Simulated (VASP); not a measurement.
## Li: single point with r2SCAN

The system is Li.

```
Li
1.0
     3.09808    0.00000    0.00000
    -1.54904    2.68302    0.00000
     0.00000    0.00000    5.05302
Li
2
Cartesian
  0.0000 1.7887 1.2633
  1.5490 0.8943 3.7898
```

This isn't the form of Li at room conditions, which is bcc.

```
Program                : VASP 6.6.1
Task                   : single point
Functional             : r2SCAN
Potentials or basis    : VASP PAW PBE potentials, release 64 (Li_sv)
Cutoff                 : 520 eV
k mesh                 : 12 × 12 × 6
Occupations            : fermi-dirac, width 0.1 eV
Spin                   : non-collinear spin, zero start, spin-orbit coupling
Starting moments       : [[0.0, 0.0, 0.0], [0.0, 0.0, 0.0]] μB
Dipole correction      : no
Further INCAR settings : ALGO = Normal; EDIFF = 1e-06; NBANDS = 18
```

The net moment is 0.00 μB per cell. The valence electrons inside the program's atomic spheres are Li 2.04.

Moments on the atoms (μB; x, y, z):
```
Li  0.00 0.00 0.00
Li  0.00 0.00 0.00
```

Wall time 19 min on 1 thread of Intel Xeon 8259CL, with other jobs on the host, peak memory 0.29 GiB.
